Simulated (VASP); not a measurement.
Write the native input for VASP 6.6.1 that does the following.

* Task: single point
* Functional: revPBE
* Potentials or basis: VASP PAW PBE potentials, release 64 (Fe)
* Cutoff: 520 eV
* k mesh: 24 × 24 × 24
* Occupations: fermi-dirac, width 0.05 eV
* Spin: collinear spin, ferromagnetic start
* Starting moments: [2.694] μB
* Dipole correction: no
* Further INCAR settings: ALGO = Normal; EDIFF = 1e-07; NBANDS = 14

The structure of Fe lies in POSCAR:

```
Fe
1.0
    0.0000000000      1.8346689333      1.8346689333
    1.8346689333      0.0000000000      1.8346689333
    1.8346689333      1.8346689333      0.0000000000
Fe
1
Direct
    0.0000000000      0.0000000000      0.0000000000
```

One way to write it, as run:

INCAR

```
SYSTEM = Fe
PREC = Accurate
ENCUT = 520
EDIFF = 1E-7
ISMEAR = -1
SIGMA = 0.05
LREAL = .False.
LASPH = .True.
NELM = 150
ALGO = Normal
ISIF = 2
LWAVE = .False.
LCHARG = .False.
ISPIN = 2
MAGMOM = 2.694
LORBIT = 11
LMAXMIX = 4
GGA = RE
NBANDS = 14
```

KPOINTS

```
regular mesh
0
Gamma
  24 24 24
  0 0 0
```

Potentials or basis: VASP PAW PBE potentials, release 64 (Fe).

The run is started by

```sh
$ cat potpaw_PBE.64/Fe/POTCAR > POTCAR
$ mpirun -np 1 vasp_std > vasp.out
```

It gave:

```
Pressure                                              : -0.3 GPa
Net moment                                            : 2.63 μB per cell
Site moments                                          : Fe +2.64 μB
Valence electrons inside the program's atomic spheres : Fe 7.10
```

Caveat: the PAW data sets were made with another functional, which shifts forces and pressure a little.

Run time: 120 s on 1 thread of Intel(R) Xeon(R) Platinum 8488C (Sapphire Rapids), on a shared host, peak memory 0.22 GiB.
